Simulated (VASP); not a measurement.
# Si9O16 (a cell with a defect) in VASP: further runs

Si9O16 (a cell with a defect) is run at these levels: LDA; tasks: single point.

All numbers are computed with VASP 6.6.1; they aren't measurements. Logs are shortened: lines on timing, memory, paths and dates and some standing lists are left out, and cuts for length are marked.

## (1) The cell of the first run

The cell holds a defect, 25 atoms: a = 5.911 Å, b = 5.911 Å, c = 5.334 Å, α = 90.00°, β = 90.00°, γ = 90.00°.

## (2) Single point, LDA

Input file INCAR:

```
PREC = Accurate
ENCUT = 520
EDIFF = 1E-6
ISMEAR = -1
SIGMA = 0.05
LREAL = Auto
LASPH = True
NELM = 100
ALGO = Normal
ISIF = 2
LWAVE = False
LCHARG = False
NBANDS = 84
```

Input file KPOINTS:

```
Automatic mesh
0
Gamma
  2 2 2
```

Input file POSCAR:

```
Si9O16
1.0
   -4.1797000000     -4.1797000000      0.0000000000
    4.1797000000     -4.1797000000      0.0000000000
    0.0000000000      0.0000000000      5.3338000000
Si O
9 16
Direct
    0.5062373110      0.5241391508     -0.0054683393
    0.0169034200      0.5093574799      0.2486715611
    0.5240462815      0.5136171123      0.4936709061
    0.0158629954      0.5059027945      0.7160873695
   -0.0934089563     -0.1314029864     -0.0213509702
    0.5091007002      0.0023621480      0.2706014726
    0.0033338458      0.0217384830      0.4828885207
    0.4817747159      0.0426092387      0.7530755635
    0.1681257464      0.1039832889      0.9709697324
    0.2036846635      0.5166218417     -0.0151631795
    0.0306253649      0.2215338067      0.2391974004
    0.8278770659      0.5450954594     -0.0176756208
   -0.0403673288      0.7992895539      0.2747079784
    0.2185239752      0.5251605572      0.4837854867
    0.0084299255      0.2262377791      0.7173525339
    0.8185675557      0.4809555686      0.4813788770
   -0.0233921395      0.7917358226      0.6906300872
    0.6717308547      0.0139513264     -0.0012545140
    0.5547419289      0.6923241005      0.2573884218
    0.3002710977     -0.0973688852      0.1190915737
    0.5028520053      0.3146699595      0.2343400346
    0.6981879504      0.0338180252      0.5029974194
    0.5125963861      0.7177345776      0.7442460447
    0.3061677956      0.0200168218      0.5044766104
    0.5304414392      0.3393844752      0.7441630294
```

Potentials or basis: VASP PAW LDA potentials, release 64 (Si, O).

Launch:

```
$ cat potpaw_LDA.64/Si/POTCAR potpaw_LDA.64/O/POTCAR > POTCAR
$ mpirun -np 1 vasp_std > vasp.out
```

OUTCAR:

```text
PREC = Accurate
   ENCUT = 520
   EDIFF = 1E-6
   ISMEAR = -1
   LREAL = Auto
   LASPH = True
   NELM = 100
   ISIF = 2

 ion  position               nearest neighbor table
   1  0.506  0.524  0.995-  25 1.73  19 1.74  23 1.76  21 1.78  10 1.79  12 1.91   3 2.67   3 2.67
                             5 3.12   8 3.13
   2  0.017  0.509  0.249-  11 1.70  16 1.72  14 1.73  13 1.75  10 1.79  12 1.82   4 2.49   5 2.65
                             4 2.84   9 2.96   7 3.14
   3  0.524  0.514  0.494-  19 1.65  25 1.69  16 1.75  23 1.80  14 1.81  21 1.82   1 2.67   1 2.67
                             8 3.12   6 3.13   4 3.14
   4  0.016  0.506  0.716-  15 1.65  17 1.71  16 1.72  14 1.73  10 1.81  12 1.82   2 2.49   5 2.64
                             2 2.84   9 2.88   7 3.12   3 3.14
   5  0.907  0.869  0.979-  18 1.64  17 1.65  13 1.66  12 1.97   9 2.08  20 2.45   4 2.64   2 2.65
                             7 2.85   7 2.89   6 2.93   8 2.97   1 3.12
   6  0.509  0.002  0.271-  20 1.59  22 1.68  24 1.73  18 1.74  19 1.85  21 1.86   8 2.59   9 2.64
                             8 2.78   5 2.93   3 3.13   7 3.14
   7  0.003  0.022  0.483-  15 1.74  13 1.74  17 1.76  11 1.76  24 1.79  22 1.81   9 2.82   5 2.85
                             5 2.89   9 2.94   4 3.12   6 3.14   2 3.14
   8  0.482  0.043  0.753-  24 1.69  18 1.73  25 1.78  22 1.85  23 1.93   9 2.22  20 2.38   6 2.59
                             6 2.78   5 2.97   3 3.12   1 3.13
   9  0.168  0.104  0.971-  20 1.63  11 1.79  15 1.80   5 2.08   8 2.22  10 2.45   6 2.64   7 2.82
                             4 2.88   7 2.94   2 2.96
  10  0.204  0.517  0.985-   2 1.79   1 1.79   4 1.81   9 2.45
  11  0.031  0.222  0.239-   2 1.70   7 1.76   9 1.79
  12  0.828  0.545  0.982-   4 1.82   2 1.82   1 1.91   5 1.97
  13  0.960  0.799  0.275-   5 1.66   7 1.74   2 1.75
  14  0.219  0.525  0.484-   4 1.73   2 1.73   3 1.81
  15  0.008  0.226  0.717-   4 1.65   7 1.74   9 1.80
  16  0.819  0.481  0.481-   2 1.72   4 1.72   3 1.75
  17  0.977  0.792  0.691-   5 1.65   4 1.71   7 1.76
  18  0.672  0.014  0.999-   5 1.64   8 1.73   6 1.74
  19  0.555  0.692  0.257-   3 1.65   1 1.74   6 1.85
  20  0.300  0.903  0.119-   6 1.59   9 1.63   8 2.38   5 2.45
  21  0.503  0.315  0.234-   1 1.78   3 1.82   6 1.86
  22  0.698  0.034  0.503-   6 1.68   7 1.81   8 1.85
  23  0.513  0.718  0.744-   1 1.76   3 1.80   8 1.93
  24  0.306  0.020  0.504-   8 1.69   6 1.73   7 1.79
  25  0.530  0.339  0.744-   3 1.69   1 1.73   8 1.78

  LATTYP: Found a simple tetragonal cell.
 ALAT       =     5.9109884267
 C/A-ratio  =     0.9023533147

  Lattice vectors:

 A1 = (  -4.1797000000,  -4.1797000000,   0.0000000000)
 A2 = (   4.1797000000,  -4.1797000000,   0.0000000000)
 A3 = (   0.0000000000,   0.0000000000,   5.3338000000)

Analysis of symmetry for initial positions (statically):
=====================================================================
 Subroutine PRICEL returns:
 Original cell was already a primitive cell.

 Routine SETGRP: Setting up the symmetry group for a
 simple tetragonal supercell.

 Subroutine GETGRP returns: Found  1 space group operations
 (whereof  1 operations were pure point group operations)
 out of a pool of 16 trial point group operations.

The static configuration has the point symmetry C_1 .

Analysis of symmetry for dynamics (positions and initial velocities):
=====================================================================
 Subroutine PRICEL returns:
 Original cell was already a primitive cell.

 Routine SETGRP: Setting up the symmetry group for a
 simple tetragonal supercell.

 Subroutine GETGRP returns: Found  1 space group operations
 (whereof  1 operations were pure point group operations)
 out of a pool of 16 trial point group operations.

The dynamic configuration has the point symmetry C_1 .

 Subroutine INISYM returns: Found  1 space group operations
 (whereof  1 operations are pure point group operations),
 and found     1 'primitive' translations

----------------------------------------------------------------------------------------

                                     Primitive cell

  volume of cell :     186.3618

  direct lattice vectors                    reciprocal lattice vectors
    -4.179700000 -4.179700000  0.000000000    -0.119625810 -0.119625810  0.000000000
[... 61 lines left out ...]
----------------------------------------------------------------------------------------

 KPOINTS: Automatic mesh

Automatic generation of k-mesh.
 Grid dimensions read from file:
 generate k-points for:    2    2    2

 Generating k-lattice:

  Cartesian coordinates                     Fractional coordinates (reciprocal lattice)
    -0.059812905 -0.059812905  0.000000000     0.500000000  0.000000000  0.000000000
     0.059812905 -0.059812905  0.000000000     0.000000000  0.500000000  0.000000000
     0.000000000  0.000000000  0.093741798     0.000000000  0.000000000  0.500000000

  Length of vectors
     0.084588222  0.084588222  0.093741798

  Shift w.r.t. Gamma in fractional coordinates (k-lattice)
     0.000000000  0.000000000  0.000000000

 Subroutine IBZKPT returns following result:
 ===========================================

 Found      8 irreducible k-points:

 Following reciprocal coordinates:
            Coordinates               Weight
  0.000000  0.000000  0.000000      1.000000
  0.500000  0.000000  0.000000      1.000000
  0.000000  0.500000  0.000000      1.000000
  0.500000  0.500000  0.000000      1.000000
  0.000000  0.000000  0.500000      1.000000
  0.500000  0.000000  0.500000      1.000000
  0.000000  0.500000  0.500000      1.000000
  0.500000  0.500000  0.500000      1.000000
   k-points           NKPTS =      8   k-points in BZ     NKDIM =      8   number of bands    NBANDS=     84
   number of dos      NEDOS =    301   number of ions     NIONS =     25
   total plane-waves  NPLWV =  92160
   dimension x,y,z NGX =    48 NGY =   48 NGZ =   40
   dimension x,y,z NGXF=    96 NGYF=   96 NGZF=   80
   ions per type =               9  16
   NGX,Y,Z   is equivalent  to a cutoff of  13.50, 13.50, 12.47 a.u.
   NGXF,Y,Z  is equivalent  to a cutoff of  27.00, 27.00, 24.93 a.u.
 SYSTEM =  unknown system
   PREC   = accura    normal or accurate (medium, high low for compatibility)
   ISTART =      0    job   : 0-new  1-cont  2-samecut
   ICHARG =      2    charge: 1-file 2-atom 10-const
   ISPIN  =      1    spin polarized calculation?
   LNONCOLLINEAR =      F non collinear calculations
   LSORBIT =      F    spin-orbit coupling
   LASPH  =      T    aspherical Exc in radial PAW
   ENCUT  =  520.0 eV  38.22 Ry    6.18 a.u.  10.99 10.99  9.92*2*pi/ulx,y,z
   NELM   =    100;   NELMIN=  2; NELMDL= -5     # of ELM steps
   EDIFF  = 0.1E-05   stopping-criterion for ELM
   LREAL  =      T    real-space projection
   EDIFFG = 0.1E-04   stopping-criterion for IOM
   NSW    =      0    number of steps for IOM
   IBRION =     -1    ionic relax: 0-MD 1-quasi-New 2-CG
   NFREE  =      0    steps in history (QN), initial steepest desc. (CG)
   ISIF   =      2    stress and relaxation
   ISYM   =      2    0-nonsym 1-usesym 2-fastsym
   POTIM  = 0.5000    time-step for ionic-motion
   TEBEG  =    0.0;   TEEND  =   0.0 temperature during run
   PSTRESS=    0.0 pullay stress
   NELECT =     132.0000    total number of electrons
   NUPDOWN=      -1.0000    fix difference up-down
   EMIN   =  10.00;   EMAX   =-10.00  energy-range for DOS
   EFERMI =   0.00;   METHOD = LEGACY
   ISMEAR =    -1;   SIGMA  =   0.05  broadening in eV -4-tet -1-fermi 0-gaus
   EFERMI_NEDOS =   21; number of points for ismear=-14 and -15
   IALGO  =     38    algorithm
   IMIX   =      4    mixing-type and parameters
     AMIX     =   0.40;   BMIX     =  1.00
     AMIX_MAG =   1.60;   BMIX_MAG =  1.00
  volume/ion in A,a.u.               =       7.45        50.31
  Fermi-wavevector in a.u.,A,eV,Ry     =   1.459309  2.757693 28.974719  2.129582
  Thomas-Fermi vector in A             =   2.575891
   LORBIT       =      0    0 simple, 1 ext, 2 COOP (PROOUT), +10 PAW based schemes
   GGA     = CA    functional components
   LHFCALC =     F    Hartree Fock is set to
   AEXX    =    0.0000 exact exchange contribution
   IVDW    =     0    specifies the selected vdW correction
   LEPSILON=     F    determine dielectric tensor
   LRPA    =     F    only Hartree local field effects (RPA)
 non-spin polarized calculation
  energy-cutoff  :      520.00
  volume of cell :      186.36
 maximum number of plane-waves:      5032
 NGX is ok and might be reduce to    48
   NGX = 21   NGY = 21   NGZ = 19

 number of electron     132.0000014 magnetization

 Free energy of the ion-electron system (eV)
  ---------------------------------------------------
  ext. energy  EPLUGINS =         0.00000000
  ---------------------------------------------------
  free energy    TOTEN  =      -200.98759547 eV

  energy without entropy =     -200.98759547  energy(sigma->0) =     -200.98759547

 E-fermi :  13.0382     XC(G=0): -13.0012

 val. band max:       11.8219757146   @ k =   0.5000   0.0000   0.5000
 cond. band min:      14.5439490465   @ k =   0.0000   0.0000   0.0000
 fundamental gap:      2.7219733318
 Fermi energy:        13.0381706302

 k-point     1 :       0.0000    0.0000    0.0000
  band No.  band energies     occupation
      1     -13.9237      2.00000
      2     -12.0994      2.00000
      3     -11.6242      2.00000
      4     -11.4549      2.00000
      5     -10.9976      2.00000
      6     -10.9045      2.00000
[... 637 lines left out ...]
     77      18.5465      0.00000
     78      18.5936      0.00000
 [bands above 78 left out]

------------------------ aborting loop because EDIFF is reached ----------------------------------------

  FORCE on cell =-STRESS in cart. coord.  units (eV):
  Direction    XX          YY          ZZ          XY          YZ          ZX
  --------------------------------------------------------------------------------------
  -------------------------------------------------------------------------------------
  Total       36.3212888     30.5846213     49.2451957      1.0345672      0.4298561    -10.7958766
  in kB      312.2589449    262.9400522    423.3674890      8.8943117      3.6955297    -92.8135849
  external PRESSURE =     332.8554954 kB  Pullay stress =       0.0000000 kB

 VOLUME and BASIS-vectors are now :
 -----------------------------------------------------------------------------
  energy-cutoff  :      520.00
  volume of cell :      186.36
      direct lattice vectors                 reciprocal lattice vectors
    -4.179700000 -4.179700000  0.000000000    -0.119625810 -0.119625810  0.000000000
     4.179700000 -4.179700000  0.000000000     0.119625810 -0.119625810  0.000000000
     0.000000000  0.000000000  5.333800000     0.000000000  0.000000000  0.187483595

 POSITION                                       TOTAL-FORCE (eV/Angst)
 -----------------------------------------------------------------------------------
      0.07482     -4.30666      5.30463        -0.004400     -0.007645      0.010768
      2.05831     -2.19961      1.32636         0.021422     -0.005342     -0.021492
     -0.04359     -4.33712      2.63314        -0.008359      0.008079      0.014469
      2.04822     -2.18082      3.81947         0.013902     -0.017177      0.035550
     -0.15880     -7.41975      5.21992         0.019056     -0.098662     -0.004415
     -2.11802     -2.13776      1.44333        -0.048770     -0.089501      0.024517
[... 17 lines left out ...]
     -1.19603     -1.36335      2.69078         0.030498      0.032533     -0.005445
     -0.79856     -3.63561      3.96922        -0.018365      0.038258      0.005458
 -----------------------------------------------------------------------------------
    total drift:                               -0.004595      0.004776      0.016051

  FREE ENERGIE OF THE ION-ELECTRON SYSTEM (eV)
  ---------------------------------------------------
  free  energy   TOTEN  =      -200.9875954708 eV

  energy  without entropy=     -200.9875954708  energy(sigma->0) =     -200.98759547
```

It took 96 s on 1 thread of AMD EPYC 9R45 (Zen 5), shared host; peak memory 0.24 GiB.

Results:

| Property | Result |
| --- | --- |
| Free energy | -200.9876 eV |
| Pressure | 33.3 GPa |
| Largest force | 0.116 eV/Å |
| Band gap on the k mesh | 2.72 eV |

Forces in eV/Å, atoms in the order of the input:
```
Si  -0.004 -0.008  0.011
Si   0.021 -0.005 -0.021
Si  -0.008  0.008  0.014
Si   0.014 -0.017  0.036
Si   0.019 -0.099 -0.004
Si  -0.049 -0.090  0.025
Si  -0.010  0.032  0.005
Si  -0.020 -0.019  0.052
Si   0.074  0.035 -0.060
O   -0.003  0.000 -0.002
O   -0.010 -0.002 -0.021
O    0.007  0.013  0.000
O   -0.020  0.014  0.050
O   -0.056 -0.059  0.000
O   -0.012  0.003  0.012
O    0.039  0.056  0.005
O   -0.019  0.014 -0.078
O    0.035  0.024  0.001
O    0.035 -0.050 -0.022
O   -0.050  0.103 -0.018
O   -0.020  0.037  0.006
O   -0.020 -0.020  0.029
O    0.043 -0.041 -0.019
O    0.030  0.033 -0.005
O   -0.018  0.038  0.005
```

Stress tensor (GPa, compression positive):
```
31.23  0.89 -9.28
 0.89 26.29  0.37
-9.28  0.37 42.34
```

Caveat: the k points lie up to 0.59 Å⁻¹ apart.

(Continued in part 2 of 4.)
